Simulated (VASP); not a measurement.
Runs of VASP 6.6.1 on V. The structure is that of space group Im-3m (No. 229), or close to it. The cells are those of the table. 

```tsv
cell	gap on the mesh (eV)	pressure (GPa)	moment (μB)
a = 2.616 Å, angles 109.5°, 1 atom	none	(a)	0.00
a = 2.544 Å, angles 109.5°, 1 atom	none	17.3	0.00
a = 2.506 Å, angles 109.5°, 1 atom	none	28.7	0.00
a = 2.580 Å, angles 109.5°, 1 atom	none	8.0	0.00
```

Alike in all rows: task single point; level RPBE; potentials or basis VASP PAW PBE potentials, release 64 (V_sv); spin collinear, ferromagnetic start; k mesh 24 × 24 × 24; cutoff (eV) 520; smearing fermi-dirac 0.05 eV.

Fill in the values left out.

(a) 0.4.

Caveats: the moments typed at the start vanished in this run; the PAW data sets were made with another functional, which shifts forces and pressure a little; the cell stands under pressure (at least some runs).

A gap of «none» marks levels without a gap at the run's occupations.
